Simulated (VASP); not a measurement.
Set up this calculation in VASP 6.6.1, as the native input.

- Task: relaxation of cell and atoms
- Functional: PBE
- Dispersion: D3(BJ)
- Potentials or basis: VASP PAW PBE potentials, release 64 (K_sv, Mg, F)
- Cutoff: 600 eV
- k mesh: 6 × 6 × 6
- Occupations: gaussian, width 0.01 eV
- Spin: no spin polarisation
- Dipole correction: no
- Further INCAR settings: ALGO = Normal; EDIFF = 1e-06; IBRION = 2; EDIFFG = -0.02; NSW = 100; ISIF = 3

The structure of KMgF3 lies in POSCAR:

```
KMgF3
1.0
    3.9859000000      0.0000000000      0.0000000000
    0.0000000000      3.9859000000      0.0000000000
    0.0000000000      0.0000000000      3.9859000000
K Mg F
1 1 3
Direct
    0.5000000000      0.5000000000      0.5000000000
    0.0000000000      0.0000000000      0.0000000000
    0.5000000000      0.0000000000      0.0000000000
    0.0000000000      0.5000000000      0.0000000000
    0.0000000000      0.0000000000      0.5000000000
```

The input as run:

INCAR

```
SYSTEM = KMgF3
ALGO = Normal ; EDIFF = 1E-6
EDIFFG = -0.02 ; ENCUT = 600
GGA = PE ; IBRION = 2
ISIF = 3 ; ISMEAR = 0
IVDW = 12 ; LASPH = .True.
LCHARG = .False. ; LREAL = .False.
LWAVE = .False. ; NELM = 100
NSW = 100 ; PREC = Accurate
SIGMA = 0.01
```

KPOINTS

```
k-points
0
Gamma
  6 6 6
  0 0 0
```

Potentials or basis: VASP PAW PBE potentials, release 64 (K_sv, Mg, F).

Launch:

```sh
$ cat potpaw_PBE.64/K_sv/POTCAR potpaw_PBE.64/Mg/POTCAR potpaw_PBE.64/F/POTCAR > POTCAR
$ mpirun -np 1 vasp_std > vasp.out
```

Results of the run:

The relaxed volume is 12.84 Å³/atom, the relaxed cell is a = 4.004 Å, b = 4.004 Å, c = 4.004 Å, α = 90.00°, β = 90.00°, γ = 90.00° and the space group after relaxing (to 0.05 Å) is Pm-3m (No. 221). The energy gained by relaxing is 0.7 meV/atom, the ionic steps are 2 and the pressure after relaxing is 0.2 GPa. The band gap on the k mesh is 7.21 eV, indirect (least direct gap 7.53 eV). The dispersion energy per atom is -0.164 eV.

Wall time 28 s on 1 thread of Intel(R) Xeon(R) Platinum 8488C (Sapphire Rapids) (shared host), peak memory 0.21 GiB.
